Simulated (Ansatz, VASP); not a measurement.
# BeS: VASP beside Ansatz

The input POSCAR:

```
BeS
1.0
    3.3002359563      0.0000000000      0.0000000000
   -1.6501179782      2.8580881766      0.0000000000
    0.0000000000      0.0000000000      5.2552221114
Be S
2 2
Direct
    0.0000000000      0.0000000000      0.0000000000
    0.0000000000      0.0000000000      0.5000000000
    0.3333333333      0.6666666667      0.2500000000
    0.6666666667      0.3333333333      0.7500000000
```

INCAR.step1

```
SYSTEM = BeS
ALGO = Normal
EDIFF = 1E-4
ENCUT = 520
GGA = PE
ISMEAR = 0
LASPH = .True.
LCHARG = .False.
LREAL = .False.
LWAVE = .True.
NBANDS = 16
NELM = 80
PREC = Accurate
SIGMA = 0.01
```

Contents of INCAR.step2:

```
SYSTEM = BeS
ALGO = Normal
EDIFF = 1E-6
ENCUT = 520
ISIF = 2
ISMEAR = 0
ISTART = 1
LASPH = .True.
LCHARG = .True.
LELF = .True.
LMIXTAU = .True.
LREAL = .False.
LVHAR = .True.
LWAVE = .False.
METAGGA = R2SCAN
NBANDS = 16
NELM = 80
PREC = Accurate
SIGMA = 0.01
```

The input KPOINTS:

```
k-points
0
Gamma
  12 12 6
  0 0 0
```

Input for Ansatz:

```yaml
crystal:
  lattice:
    - [3.3002359563, 0.0, 0.0]
    - [-1.6501179782, 2.8580881766, 0.0]
    - [0.0, 0.0, 5.2552221114]
  atoms:
    - { symbol: Be, position: [0.0, 0.0, 0.0] }
    - { symbol: Be, position: [0.0, 0.0, 0.5] }
    - { symbol: S, position: [0.3333333333, 0.6666666667, 0.25] }
    - { symbol: S, position: [0.6666666667, 0.3333333333, 0.75] }
kpoints:
  mp_grid: { grid: [12, 12, 6] }
  band_path:
    path:
      - [0.0, 0.0, 0.0]
      - [0.5, 0.0, 0.0]
      - [0.3333333333, 0.3333333333, 0.0]
      - [0.0, 0.0, 0.5]
      - [0.5, 0.0, 0.5]
      - [0.3333333333, 0.3333333333, 0.5]
    npoints: 1
hamiltonian:
  xc: r2scan
scf:
  occupations: { method: fixed }
  n_extra_bands: 5
output:
  forces: true
  stress: true
  eigenvalues: true
```

Alike in both runs: task single point; functional r2SCAN; k mesh 12 × 12 × 6; no spin polarisation.

|  | VASP | Ansatz |
| --- | --- | --- |
| version | VASP 6.6.1 | Ansatz 0.2.0 |
| potentials or method | VASP PAW PBE potentials, release 64 (Be, S) | plane waves, PAW |
| plane-wave cutoff (eV) | 520 | 500 |
| occupations | gaussian, width 0.01 eV | fixed |
| valence electrons in the cell | 16 | 16 |

|  | VASP | Ansatz | Ansatz less VASP |
| --- | --- | --- | --- |
| gap on the k mesh at the Fermi level (eV) | 1.81 | 1.81 | -0.005 |
| pressure (GPa) | -0.1 | 0.0 | +0.09 |

VASP's potentials were made for PBE, not for r2SCAN.
